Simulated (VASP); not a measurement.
ZnF2, 6 atoms in the cell. It takes space group P4_2/mnm (No. 136, tetragonal). Conventional cell: a = 4.752 Å, b = 4.752 Å, c = 3.166 Å, α = 90.00°, β = 90.00°, γ = 90.00°. Zn (site symmetry mmm) has 6 F at 2.04 to 2.06 Å within 2.7 Å. F (site symmetry m2m) has 3 Zn at 2.04 to 2.06 Å and 1 F at 2.64 Å within 2.7 Å. 

| Quantity | Value |
| --- | --- |
| Program | VASP 6.6.1 |
| Task | single point |
| Functional | LDA |
| Potentials or basis | VASP PAW LDA potentials, release 64 (Zn, F) |
| Cutoff | 600 eV |
| k mesh | 4 × 4 × 6 |
| Occupations | tetrahedron |
| Spin | no spin polarisation |
| Dipole correction | no |
| Further INCAR settings | ALGO = Normal; EDIFF = 1e-06; NBANDS = 35 |

Potentials or basis: VASP PAW LDA potentials, release 64 (Zn, F).

Command:

```console
$ cat potpaw_LDA.64/Zn/POTCAR potpaw_LDA.64/F/POTCAR > POTCAR
$ mpirun -np 1 vasp_std > vasp.out
```

Hardware: 1 thread of AMD EPYC 7R43 64-Core Processor (Zen 3) (shared host).

Estimate the wall time of this run.

Run time: 55 s on 1 thread of AMD EPYC 7R43 64-Core Processor (Zen 3), on a shared host, peak memory 0.17 GiB. Counts: scf iterations 14, k points 24.
